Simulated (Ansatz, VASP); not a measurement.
**One calculation of KBr, two programs**

```
K Br
1.0
     0.00000    3.45957    3.45957
     3.45957    0.00000    3.45957
     3.45957    3.45957    0.00000
K Br
1 1
Direct
  0.00000 0.00000 0.00000
  0.50000 0.50000 0.50000
```

Alike in both runs: functional RPBE; k mesh 6 × 6 × 6; no spin polarisation.

Ansatz relaxed the structure, and its values are those at the end. VASP's run is a single point on that final structure, the one shown.

|  | VASP | Ansatz |
| --- | --- | --- |
| version | VASP 6.6.1 | Ansatz 0.2.0 |
| potentials or method | VASP PAW PBE potentials, release 64 (K_sv, Br) | plane waves, PAW |
| plane-wave cutoff (eV) | 500 | 420 |
| occupations | gaussian, width 0.01 eV | fixed |
| valence electrons in the cell | 16 | 16 |

```csv
,VASP,Ansatz,Ansatz less VASP
pressure (GPa),0.0,0.0,-0.01
```

VASP's potentials were made for PBE, not for RPBE.
